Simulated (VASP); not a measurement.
# Nb in VASP: further runs

Nb is run at these levels: PBE, r2SCAN; tasks: single point.

All numbers are computed with VASP 6.6.1; they aren't measurements. Logs are shortened: lines on timing, memory, paths and dates and some standing lists are left out, and cuts for length are marked.

### Step 1. The cell of the first run

Symmetry: I4/mmm, No. 139, tetragonal system. Conventional cell: a = 3.328 Å, b = 3.328 Å, c = 3.461 Å, α = 90.00°, β = 90.00°, γ = 90.00°. Nb (site symmetry 4/mmm) has 14 Nb at 2.92 to 3.46 Å within 3.8 Å.

### Step 2. Single point, PBE

The input, INCAR:

```
ALGO = Normal ; EDIFF = 1E-6
ENCUT = 500 ; GGA = PE
GGA_COMPAT = False ; ISIF = 2
ISMEAR = -1 ; LASPH = True
LCHARG = True ; LELF = True
LREAL = False ; LVHAR = True
LWAVE = False ; NBANDS = 12
NELM = 120 ; PREC = Accurate
SIGMA = 0.05
```

The input, KPOINTS:

```
k-points
0
Gamma
  11 11 11
```

The input, POSCAR:

```
Nb
1.0
   -1.6639500000      1.6639500000      1.7305080000
    1.6639500000     -1.6639500000      1.7305080000
    1.6639500000      1.6639500000     -1.7305080000
Nb
1
Direct
    0.0000000000      0.0000000000      0.0000000000
```

Potentials or basis: VASP PAW PBE potentials, release 64 (Nb_sv).

Run with:

```bash
$ cat potpaw_PBE.64/Nb_sv/POTCAR > POTCAR
$ mpirun -np 1 vasp_std > vasp.out
```

OUTCAR:

```text
EDIFF = 1E-6
   ENCUT = 500
   GGA = PE
   ISIF = 2
   ISMEAR = -1
   LASPH = True
   LREAL = False
   NELM = 120
   PREC = Accurate

 ion  position               nearest neighbor table
   1  0.000  0.000  0.000-

  LATTYP: Found a body centered tetragonal cell.
 ALAT       =     3.3279000000
 C/A-ratio  =     1.0400000000

  Lattice vectors:

 A1 = (  -1.6639500000,   1.6639500000,   1.7305080000)
 A2 = (   1.6639500000,  -1.6639500000,   1.7305080000)
 A3 = (   1.6639500000,   1.6639500000,  -1.7305080000)

Analysis of symmetry for initial positions (statically):
=====================================================================
 Subroutine PRICEL returns:
 Original cell was already a primitive cell.

 Routine SETGRP: Setting up the symmetry group for a
 body centered tetragonal supercell.

 Subroutine GETGRP returns: Found 16 space group operations
 (whereof 16 operations were pure point group operations)
 out of a pool of 16 trial point group operations.

The static configuration has the point symmetry D_4h.

Analysis of symmetry for dynamics (positions and initial velocities):
=====================================================================
 Subroutine PRICEL returns:
 Original cell was already a primitive cell.

 Routine SETGRP: Setting up the symmetry group for a
 body centered tetragonal supercell.

 Subroutine GETGRP returns: Found 16 space group operations
 (whereof 16 operations were pure point group operations)
 out of a pool of 16 trial point group operations.

The dynamic configuration has the point symmetry D_4h.

 Subroutine INISYM returns: Found 16 space group operations
 (whereof 16 operations are pure point group operations),
 and found     1 'primitive' translations

----------------------------------------------------------------------------------------

                                     Primitive cell

  volume of cell :      19.1652

  direct lattice vectors                    reciprocal lattice vectors
    -1.663950000  1.663950000  1.730508000     0.000000000  0.300489798  0.288932498
     1.663950000 -1.663950000  1.730508000     0.300489798  0.000000000  0.288932498
     1.663950000  1.663950000 -1.730508000     0.300489798  0.300489798  0.000000000

  length of vectors
     2.920978799  2.920978799  2.920978799     0.416864615  0.416864615  0.424956748

  position of ions in fractional coordinates (direct lattice)
     0.000000000  0.000000000  0.000000000

  ion indices of the primitive-cell ions
   primitive index   ion index
                 1           1

[... 83 lines left out ...]
   NUPDOWN=      -1.0000    fix difference up-down
   EMIN   =  10.00;   EMAX   =-10.00  energy-range for DOS
   EFERMI =   0.00;   METHOD = LEGACY
   ISMEAR =    -1;   SIGMA  =   0.05  broadening in eV -4-tet -1-fermi 0-gaus
   EFERMI_NEDOS =   21; number of points for ismear=-14 and -15
   IALGO  =     38    algorithm
   IMIX   =      4    mixing-type and parameters
     AMIX     =   0.40;   BMIX     =  1.00
     AMIX_MAG =   1.60;   BMIX_MAG =  1.00
  volume/ion in A,a.u.               =      19.17       129.33
  Fermi-wavevector in a.u.,A,eV,Ry     =   1.438416  2.718212 28.151014  2.069041
  Thomas-Fermi vector in A             =   2.557385
   LORBIT       =      0    0 simple, 1 ext, 2 COOP (PROOUT), +10 PAW based schemes
   GGA     = PE    functional components
   LHFCALC =     F    Hartree Fock is set to
   AEXX    =    0.0000 exact exchange contribution
   IVDW    =     0    specifies the selected vdW correction
   LEPSILON=     F    determine dielectric tensor
   LRPA    =     F    only Hartree local field effects (RPA)
 non-spin polarized calculation
  energy-cutoff  :      500.00
  volume of cell :       19.17
 maximum number of plane-waves:       499
 NGX is ok and might be reduce to    24
   NGX = 11   NGY = 11   NGZ = 11

 number of electron      13.0000000 magnetization

 Free energy of the ion-electron system (eV)
  ---------------------------------------------------
  ext. energy  EPLUGINS =         0.00000000
  ---------------------------------------------------
  free energy    TOTEN  =       -10.18416079 eV

  energy without entropy =      -10.17038506  energy(sigma->0) =      -10.17727293

 E-fermi :  10.3174     XC(G=0): -12.1840

 val. band max:       10.3042203190   @ k =   0.0909   0.0909   0.0000
 cond. band min:      10.3180633673   @ k =  -0.1818  -0.4545   0.0909
 fundamental gap:      0.0138430483
 Fermi energy:        10.3173555375

 k-point     1 :       0.0000    0.0000    0.0000
  band No.  band energies     occupation
      1     -44.1336      2.00000
      2     -19.5501      2.00000
      3     -19.5501      2.00000
      4     -19.5498      2.00000
      5       4.5128      2.00000
      6      10.5898      0.00857
      7      10.5898      0.00857
      8      10.9820      0.00000
      9      13.1408      0.00000
     10      13.6601      0.00000
     11      23.9601      0.00000
     12      24.6090      0.00000
[... 331 lines left out ...]
 k-point    24 :      -0.1818    0.1818    0.0000
  band No.  band energies     occupation
      1     -44.0773      2.00000
      2     -19.8898      2.00000
      3     -19.6629      2.00000
      4     -19.5598      2.00000
      5       5.6907      2.00000
      6       9.8848      1.99965
      7      10.5730      0.01197
      8      11.7807      0.00000
      9      13.1410      0.00000
     10      13.2950      0.00000
     11      25.0773      0.00000
     12      26.1114      0.00000

 [... further k-points ...]

------------------------ aborting loop because EDIFF is reached ----------------------------------------

  FORCE on cell =-STRESS in cart. coord.  units (eV):
  Direction    XX          YY          ZZ          XY          YZ          ZX
  --------------------------------------------------------------------------------------
  -------------------------------------------------------------------------------------
  Total       -0.8444908     -0.8444908     -1.2961387      0.0000000      0.0000000     -0.0000000
  in kB      -70.5978328    -70.5978328   -108.3547398      0.0000000      0.0000000     -0.0000000
  external PRESSURE =     -83.1834685 kB  Pullay stress =       0.0000000 kB

 VOLUME and BASIS-vectors are now :
 -----------------------------------------------------------------------------
  energy-cutoff  :      500.00
  volume of cell :       19.17
      direct lattice vectors                 reciprocal lattice vectors
    -1.663950000  1.663950000  1.730508000     0.000000000  0.300489798  0.288932498
     1.663950000 -1.663950000  1.730508000     0.300489798  0.000000000  0.288932498
     1.663950000  1.663950000 -1.730508000     0.300489798  0.300489798  0.000000000

 POSITION                                       TOTAL-FORCE (eV/Angst)
 -----------------------------------------------------------------------------------
      0.00000      0.00000      0.00000         0.000000     -0.000000     -0.000000
 -----------------------------------------------------------------------------------
    total drift:                               -0.000000      0.000000      0.000000

  FREE ENERGIE OF THE ION-ELECTRON SYSTEM (eV)
  ---------------------------------------------------
  free  energy   TOTEN  =       -10.1841607914 eV

  energy  without entropy=      -10.1703850647  energy(sigma->0) =      -10.17727293
```

It took 21 s on 1 thread of AMD EPYC 7R13 (Zen 3), shared host; peak memory 0.13 GiB.

Results:

```yaml
Free_energy: -10.1842 eV
Pressure: -8.3 GPa
Band_gap_on_the_k_mesh: zero (an odd number of electrons rules out a gap without spin polarisation)
```

Stress tensor (GPa, compression positive):
```
 -7.06   0.00   0.00
  0.00  -7.06   0.00
  0.00   0.00 -10.84
```

Caveat: the cell stands under tension.

### Step 3. Single point, r2SCAN

This run uses another cell than the first one, of 17.32 Å³/atom.

The input, POSCAR:

```
Nb
1.0
   -1.6299823056      1.6299823056      1.6299823056
    1.6299823056     -1.6299823056      1.6299823056
    1.6299823056      1.6299823056     -1.6299823056
Nb
1
Direct
    0.0000000000      0.0000000000      0.0000000000
```

The input, INCAR.step1:

```
SYSTEM = Nb
PREC     = Accurate       ! precision mode
ENCUT    = 550            ! plane-wave cutoff, eV
ISMEAR   = -1             ! smearing method
SIGMA    = 0.05           ! smearing width, eV
LREAL    = .FALSE.        ! projectors in reciprocal space
LASPH    = .TRUE.         ! aspherical terms in the spheres
NELM     = 120            ! most SCF steps
NBANDS   = 12             ! bands
GGA      = PE             ! functional
ALGO     = Normal         ! electronic algorithm
EDIFF    = 1E-5           ! SCF threshold, eV
LWAVE    = .TRUE.         ! write WAVECAR
LCHARG   = .FALSE.        ! write CHGCAR
GGA_COMPAT= .FALSE.
```

The input, INCAR.step2:

```
SYSTEM = Nb
PREC     = Accurate       ! precision mode
ENCUT    = 550            ! plane-wave cutoff, eV
EDIFF    = 1E-6           ! SCF threshold, eV
ISMEAR   = -1             ! smearing method
SIGMA    = 0.05           ! smearing width, eV
LREAL    = .FALSE.        ! projectors in reciprocal space
LASPH    = .TRUE.         ! aspherical terms in the spheres
NELM     = 120            ! most SCF steps
ALGO     = Normal         ! electronic algorithm
ISIF     = 2              ! what is computed and relaxed
LWAVE    = .FALSE.        ! write WAVECAR
LCHARG   = .FALSE.        ! write CHGCAR
METAGGA  = R2SCAN         ! meta-GGA
LMIXTAU  = .TRUE.       
NBANDS   = 12             ! bands
ISTART   = 1            
GGA_COMPAT= .FALSE.
```

The input, KPOINTS:

```
regular mesh
0
G
  11 11 11
  0 0 0
```

Potentials or basis: VASP PAW PBE potentials, release 64 (Nb_sv).

Run with:

```bash
$ cat potpaw_PBE.64/Nb_sv/POTCAR > POTCAR
$ cp INCAR.step1 INCAR
$ mpirun -np 1 vasp_std > vasp.out
$ cp INCAR.step2 INCAR
$ mpirun -np 1 vasp_std > vasp.out
```

OUTCAR:

```text
SYSTEM = Nb
   PREC = Accurate
   ENCUT = 550
   EDIFF = 1E-6
   ISMEAR = -1
   LREAL = .FALSE.
   LASPH = .TRUE.
   NELM = 120
   ISIF = 2
   METAGGA = R2SCAN
   ISTART = 1

 ion  position               nearest neighbor table
   1  0.000  0.000  0.000-

  LATTYP: Found a body centered cubic cell.
 ALAT       =     3.2599646112

  Lattice vectors:

 A1 = (  -1.6299823056,   1.6299823056,   1.6299823056)
 A2 = (   1.6299823056,  -1.6299823056,   1.6299823056)
 A3 = (   1.6299823056,   1.6299823056,  -1.6299823056)

Analysis of symmetry for initial positions (statically):
=====================================================================
 Subroutine PRICEL returns:
 Original cell was already a primitive cell.

 Routine SETGRP: Setting up the symmetry group for a
 body centered cubic supercell.

 Subroutine GETGRP returns: Found 48 space group operations
 (whereof 48 operations were pure point group operations)
 out of a pool of 48 trial point group operations.

The static configuration has the point symmetry O_h .

Analysis of symmetry for dynamics (positions and initial velocities):
=====================================================================
 Subroutine PRICEL returns:
 Original cell was already a primitive cell.

 Routine SETGRP: Setting up the symmetry group for a
 body centered cubic supercell.

 Subroutine GETGRP returns: Found 48 space group operations
 (whereof 48 operations were pure point group operations)
 out of a pool of 48 trial point group operations.

The dynamic configuration has the point symmetry O_h .

 Subroutine INISYM returns: Found 48 space group operations
 (whereof 48 operations are pure point group operations),
 and found     1 'primitive' translations

----------------------------------------------------------------------------------------

                                     Primitive cell

  volume of cell :      17.3224

  direct lattice vectors                    reciprocal lattice vectors
    -1.629982306  1.629982306  1.629982306     0.000000000  0.306751796  0.306751796
     1.629982306 -1.629982306  1.629982306     0.306751796  0.000000000  0.306751796
     1.629982306  1.629982306 -1.629982306     0.306751796  0.306751796  0.000000000

  length of vectors
     2.823212169  2.823212169  2.823212169     0.433812550  0.433812550  0.433812550

  position of ions in fractional coordinates (direct lattice)
     0.000000000  0.000000000  0.000000000

  ion indices of the primitive-cell ions
   primitive index   ion index
                 1           1

----------------------------------------------------------------------------------------

 KPOINTS: regular mesh

Automatic generation of k-mesh.
 Grid dimensions read from file:
 generate k-points for:   11   11   11

 Generating k-lattice:

  Cartesian coordinates                     Fractional coordinates (reciprocal lattice)
     0.000000000  0.027886527  0.027886527     0.090909091  0.000000000  0.000000000
     0.027886527  0.000000000  0.027886527     0.000000000  0.090909091  0.000000000
     0.027886527  0.027886527  0.000000000     0.000000000  0.000000000  0.090909091

  Length of vectors
     0.039437505  0.039437505  0.039437505

  Shift w.r.t. Gamma in fractional coordinates (k-lattice)
     0.000000000  0.000000000  0.000000000

 Subroutine IBZKPT returns following result:
 ===========================================

 Found     56 irreducible k-points:

 Following reciprocal coordinates:
            Coordinates               Weight
  0.000000  0.000000  0.000000      1.000000
  0.090909  0.000000  0.000000     12.000000
  0.181818  0.000000  0.000000     12.000000
  0.272727  0.000000  0.000000     12.000000
  0.363636  0.000000  0.000000     12.000000
  0.454545  0.000000  0.000000     12.000000
[... 16 lines left out ...]
  0.272727  0.181818  0.090909     48.000000
  0.363636  0.181818  0.090909     24.000000
 [... further k-points ...]
   k-points           NKPTS =     56   k-points in BZ     NKDIM =     56   number of bands    NBANDS=     12
   number of dos      NEDOS =    301   number of ions     NIONS =      1
   total plane-waves  NPLWV =  13824
   dimension x,y,z NGX =    24 NGY =   24 NGZ =   24
   dimension x,y,z NGXF=    48 NGYF=   48 NGZF=   48
   ions per type =               1
   NGX,Y,Z   is equivalent  to a cutoff of  14.13, 14.13, 14.13 a.u.
   NGXF,Y,Z  is equivalent  to a cutoff of  28.26, 28.26, 28.26 a.u.
 SYSTEM =  Nb
   PREC   = accura    normal or accurate (medium, high low for compatibility)
   ISTART =      1    job   : 0-new  1-cont  2-samecut
   ICHARG =      0    charge: 1-file 2-atom 10-const
   ISPIN  =      1    spin polarized calculation?
   LNONCOLLINEAR =      F non collinear calculations
   LSORBIT =      F    spin-orbit coupling
   LASPH  =      T    aspherical Exc in radial PAW
   ENCUT  =  550.0 eV  40.42 Ry    6.36 a.u.   5.40  5.40  5.40*2*pi/ulx,y,z
   NELM   =    120;   NELMIN=  2; NELMDL=  0     # of ELM steps
   EDIFF  = 0.1E-05   stopping-criterion for ELM
   LREAL  =      F    real-space projection
   EDIFFG = 0.1E-04   stopping-criterion for IOM
   NSW    =      0    number of steps for IOM
   IBRION =     -1    ionic relax: 0-MD 1-quasi-New 2-CG
   NFREE  =      0    steps in history (QN), initial steepest desc. (CG)
   ISIF   =      2    stress and relaxation
   ISYM   =      2    0-nonsym 1-usesym 2-fastsym
   POTIM  = 0.5000    time-step for ionic-motion
   TEBEG  =    0.0;   TEEND  =   0.0 temperature during run
   PSTRESS=    0.0 pullay stress
   NELECT =      13.0000    total number of electrons
   NUPDOWN=      -1.0000    fix difference up-down
   EMIN   =  10.00;   EMAX   =-10.00  energy-range for DOS
   EFERMI =   0.00;   METHOD = LEGACY
   ISMEAR =    -1;   SIGMA  =   0.05  broadening in eV -4-tet -1-fermi 0-gaus
   EFERMI_NEDOS =   21; number of points for ismear=-14 and -15
   IALGO  =     38    algorithm
   IMIX   =      4    mixing-type and parameters
     AMIX     =   0.40;   BMIX     =  1.00
     AMIX_MAG =   1.60;   BMIX_MAG =  1.00
  volume/ion in A,a.u.               =      17.32       116.90
  Fermi-wavevector in a.u.,A,eV,Ry     =   1.487715  2.811374 30.113717  2.213296
  Thomas-Fermi vector in A             =   2.600841
   LORBIT       =      0    0 simple, 1 ext, 2 COOP (PROOUT), +10 PAW based schemes
   METAGGA = R2SCAN    functional components
   LHFCALC =     F    Hartree Fock is set to
   AEXX    =    0.0000 exact exchange contribution
   IVDW    =     0    specifies the selected vdW correction
   LEPSILON=     F    determine dielectric tensor
   LRPA    =     F    only Hartree local field effects (RPA)
 non-spin polarized calculation
  energy-cutoff  :      550.00
  volume of cell :       17.32
 maximum number of plane-waves:       531
 NGX is ok and might be reduce to    24
   NGX = 11   NGY = 11   NGZ = 11

 number of electron      13.0000001 magnetization

 Free energy of the ion-electron system (eV)
  ---------------------------------------------------
  ext. energy  EPLUGINS =         0.00000000
  ---------------------------------------------------
  free energy    TOTEN  =       -24.82331345 eV

  energy without entropy =      -24.80917879  energy(sigma->0) =      -24.81624612

 E-fermi :  11.6481     XC(G=0): -13.8568

 val. band max:       11.6323259566   @ k =   0.2727   0.0000   0.0000
 cond. band min:      11.6960184509   @ k =   0.0909   0.0909   0.0000
 fundamental gap:      0.0636924943
 Fermi energy:        11.6481134777

 k-point     1 :       0.0000    0.0000    0.0000
  band No.  band energies     occupation
      1     -44.4252      2.00000
      2     -18.8691      2.00000
      3     -18.8691      2.00000
      4     -18.8691      2.00000
      5       5.3409      2.00000
      6      12.1152      0.00018
      7      12.1152      0.00018
      8      12.1152      0.00018
      9      15.3749      0.00000
     10      15.3749      0.00000
     11      26.6743      0.00000
     12      26.6743      0.00000
[... 331 lines left out ...]
 k-point    24 :       0.3636    0.1818    0.0909
  band No.  band energies     occupation
      1     -44.0938      2.00000
      2     -20.2187      2.00000
      3     -19.6088      2.00000
      4     -19.1438      2.00000
      5       9.0633      2.00000
      6       9.9474      2.00000
      7      12.0381      0.00082
      8      15.8090      0.00000
      9      16.2701      0.00000
     10      21.5343      0.00000
     11      23.3585      0.00000
     12      25.3159      0.00000

 [... further k-points ...]

------------------------ aborting loop because EDIFF is reached ----------------------------------------

  FORCE on cell =-STRESS in cart. coord.  units (eV):
  Direction    XX          YY          ZZ          XY          YZ          ZX
  --------------------------------------------------------------------------------------
  -------------------------------------------------------------------------------------
  Total        0.8914818      0.8914818      0.8914818      0.0000000      0.0000000     -0.0000000
  in kB       82.4545105     82.4545105     82.4545105      0.0000000      0.0000000     -0.0000000
  external PRESSURE =      82.4545105 kB  Pullay stress =       0.0000000 kB

 VOLUME and BASIS-vectors are now :
 -----------------------------------------------------------------------------
  energy-cutoff  :      550.00
  volume of cell :       17.32
      direct lattice vectors                 reciprocal lattice vectors
    -1.629982306  1.629982306  1.629982306     0.000000000  0.306751796  0.306751796
     1.629982306 -1.629982306  1.629982306     0.306751796  0.000000000  0.306751796
     1.629982306  1.629982306 -1.629982306     0.306751796  0.306751796  0.000000000

 POSITION                                       TOTAL-FORCE (eV/Angst)
 -----------------------------------------------------------------------------------
      0.00000      0.00000      0.00000         0.000000     -0.000000      0.000000
 -----------------------------------------------------------------------------------
    total drift:                                0.000000      0.000000     -0.000000

  FREE ENERGIE OF THE ION-ELECTRON SYSTEM (eV)
  ---------------------------------------------------
  free  energy   TOTEN  =       -24.8233134483 eV

  energy  without entropy=      -24.8091787925  energy(sigma->0) =      -24.81624612
```

Run time: 32 s. Hardware: 1 thread of Intel Xeon 6975P-C (Granite Rapids), shared host; peak memory 0.14 GiB.

What came out:

| Property | Result |
| --- | --- |
| Free energy | -24.8233 eV |
| Pressure | 8.2 GPa |
| Band gap on the k mesh | zero (an odd number of electrons rules out a gap without spin polarisation) |

Levels at points of the mesh, in eV from the Fermi level:
```
           k point  band 4  band 5  band 6  band 7  band 8  band 9
(0.00, 0.00, 0.00)  -30.52   -6.31    0.47    0.47    0.47    3.73
```

Caveat: the cell stands under pressure; the PAW data sets were made with another functional, which shifts forces and pressure a little.

The gap in the log of VASP goes by the Fermi energy; the results here count the filled bands.